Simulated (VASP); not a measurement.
Here is a VASP 6.6.1 calculation.

File INCAR:

```
ALGO = Fast ; EDIFF = 1E-7
ENCUT = 520 ; GGA = PS
ISIF = 2 ; ISMEAR = 0
LASPH = True ; LCHARG = True
LELF = True ; LREAL = False
LVHAR = True ; LWAVE = False
NBANDS = 21 ; NELM = 60
PREC = Accurate ; SIGMA = 0.1
```

Contents of KPOINTS:

```
k-points
0
Gamma
  9 9 4
```

The input POSCAR:

```
Sn
1.0
    2.7575438900      0.0000000000      0.0000000000
   -1.3787719500      2.3881030600      0.0000000000
    0.0000000000      0.0000000000      4.3914227800
Sn
2
Direct
    0.3333333300      0.6666666700      0.2500000000
    0.6666666700      0.3333333300      0.7500000000
```

Potentials or basis: VASP PAW PBE potentials, release 64 (Sn_d).

Command:

```sh
$ cat potpaw_PBE.64/Sn_d/POTCAR > POTCAR
$ mpirun -np 1 vasp_std > vasp.out
```

(1) What does it give for the pressure?

(2) Estimate the band gap on the k mesh.

Answers

(1) 138.0 GPa.

(2) zero (bands 14 and 15 overlap by 13.67 eV).

Caveat: the cell stands under pressure; the PAW data sets were made with another functional, which shifts forces and pressure a little; spin-orbit coupling is left out, which moves the levels of the heavy elements.
